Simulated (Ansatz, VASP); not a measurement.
**One calculation of TlCr2, two programs**

```
CELL_PARAMETERS angstrom
0.00000 3.59207 3.59207
3.59207 0.00000 3.59207
3.59207 3.59207 0.00000
ATOMIC_POSITIONS crystal
Cr 0.62500 0.62500 0.62500
Cr 0.12500 0.62500 0.62500
Cr 0.62500 0.62500 0.12500
Cr 0.62500 0.12500 0.62500
Tl 0.00000 0.00000 0.00000
Tl 0.25000 0.25000 0.25000
```

Alike in both runs: functional PBE; k mesh 4 × 4 × 4; occupations gaussian, width 0.1 eV; collinear spin.

Ansatz relaxed the structure, and its values are those at the end. VASP's run is a single point on that final structure, the one shown.

|  | VASP | Ansatz |
| --- | --- | --- |
| version | VASP 6.6.1 | Ansatz 0.2.0 |
| potentials or method | VASP PAW PBE potentials, release 64 (Cr_pv, Tl_d), cutoff 520 eV | scalar-relativistic, plane waves, PAW |
| valence electrons in the cell | 74 | 82 |

|  | VASP | Ansatz | Ansatz less VASP |
| --- | --- | --- | --- |
| gap on the k mesh at the Fermi level (eV) | none | none | - |
| pressure (GPa) | -0.2 | 0.0 | +0.17 |
| net moment per atom (μB) | 0.13 | 0.13 | -0.002 |
| size of the moment on the site where the two differ most (μB) | 0.19 | 0.18 | -0.010 |

Site moments also hang on the region over which each program counts them. A gap of «none» marks a metal or a gap that the smearing closes. VASP's potentials hold 74 valence electrons a cell and Ansatz's 82, so a difference there can come from the potentials and not from the codes.

The k mesh is coarse, so the values compare programs but aren't converged. Neither program's run includes spin-orbit coupling.
